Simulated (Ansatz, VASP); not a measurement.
**One calculation of Re, two programs**

```xyz
2
Lattice="2.7608 0.0000 0.0000 -1.3804 2.3909 0.0000 0.0000 0.0000 4.4582" Properties=species:S:1:pos:R:3 pbc="T T T"
Re    0.0000    1.5939    1.1145
Re    1.3804    0.7970    3.3436
```

Alike in both runs: functional PBE; k mesh 14 × 14 × 8; occupations fermi-dirac, width 0.05 eV; no spin polarisation.

Ansatz relaxed the structure, and its values are those at the end. VASP's run is a single point on that final structure, the one shown.

|  | VASP | Ansatz |
| --- | --- | --- |
| version | VASP 6.6.1 | Ansatz 0.2.0 |
| potentials or method | VASP PAW PBE potentials, release 64 (Re) | plane-wave PAW, scalar-relativistic |
| plane-wave cutoff (eV) | 520 | 420 |
| valence electrons in the cell | 14 | 30 |

Ansatz gave:

```
pressure (GPa) : 6.1
```

**Question.** Which values does VASP return?

**Answer.** Pressure (GPa): 5.7.

VASP's potentials hold 14 valence electrons a cell and Ansatz's 30, so a difference there can come from the potentials and not from the codes. Ansatz's warnings: stress scf threshold loose.

Spin-orbit coupling is off throughout.
